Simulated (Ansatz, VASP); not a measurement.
**Mg: VASP beside Ansatz**

```xyz
4
Lattice="3.1768 0.0000 0.0000 -1.5884 2.7512 0.0000 0.0000 0.0000 10.3189" Properties=species:S:1:pos:R:3 pbc="T T T"
Mg    0.0000    0.0000    0.0000
Mg    0.0000    1.8341    2.5797
Mg    0.0000    0.0000    5.1594
Mg    1.5884    0.9171    7.7391
```

Alike in both runs: task relaxation of cell and atoms; functional r2SCAN; k mesh 12 × 12 × 4; occupations gaussian, width 0.1 eV; no spin polarisation.

|  | VASP | Ansatz |
| --- | --- | --- |
| version | VASP 6.6.1 | Ansatz 0.2.0 |
| potentials or method | VASP PAW PBE potentials, release 64 (Mg), cutoff 600 eV | scalar-relativistic, plane waves, PAW |
| valence electrons in the cell | 8 | 40 |

VASP gave:

| Property | Result |
| --- | --- |
| gap on the k mesh at the Fermi level, each at its own relaxed structure (eV) | none |
| relaxed volume (Å³/atom) | 22.42 |
| relaxed length of the cell vector where the two differ most in proportion (Å) | 3.179 |

**Question.** What did Ansatz give for the same quantities?

**Answer.** gap on the k mesh at the Fermi level, each at its own relaxed structure (eV): none; relaxed volume (Å³/atom): 22.60; relaxed length of the cell vector where the two differ most in proportion (Å): 3.188.

VASP's potentials were made for PBE, not for r2SCAN. A gap of «none» marks a metal or a gap that the smearing closes. VASP's potentials hold 8 valence electrons a cell and Ansatz's 40, so a difference there can come from the potentials and not from the codes.
